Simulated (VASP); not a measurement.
Runs of VASP 6.6.1 on GaSb. The structure is that of space group Immm (No. 71), or close to it. The cells are those of the table. 

```csv
cell,gap on the mesh (eV),pressure (GPa)
"a = 4.148 Å, angles 137.1, 108.9, 86.8°, 2 atoms",none,(a)
"a = 4.020 Å, angles 132.0, 99.4, 99.6°, 2 atoms",none,2.6
"a = 4.184 Å, angles 139.3, 106.2, 87.8°, 2 atoms",none,2.6
"a = 3.982 Å, angles 129.5, 102.3, 98.7°, 2 atoms",none,2.8
```

Alike in all rows: task single point; level LDA; potentials or basis VASP PAW LDA potentials, release 64 (Ga_d, Sb); no spin polarisation; k mesh 16 × 16 × 16; cutoff (eV) 520; smearing gaussian 0.15 eV.

Question: Fill in the values left out.

Answer: (a) 2.2.

Caveats: spin-orbit coupling is left out, which moves the levels of the heavy elements; the stress differs along the axes, from -4 to 16 GPa (at least some runs); the stress differs along the axes, from -8 to 7 GPa (at least some runs); the stress differs along the axes, from -8 to 9 GPa (at least some runs).

A k mesh can miss the band edges, and the runs leave out spin-orbit coupling on Ga, Sb.

A gap of «none» marks levels without a gap at the run's occupations.
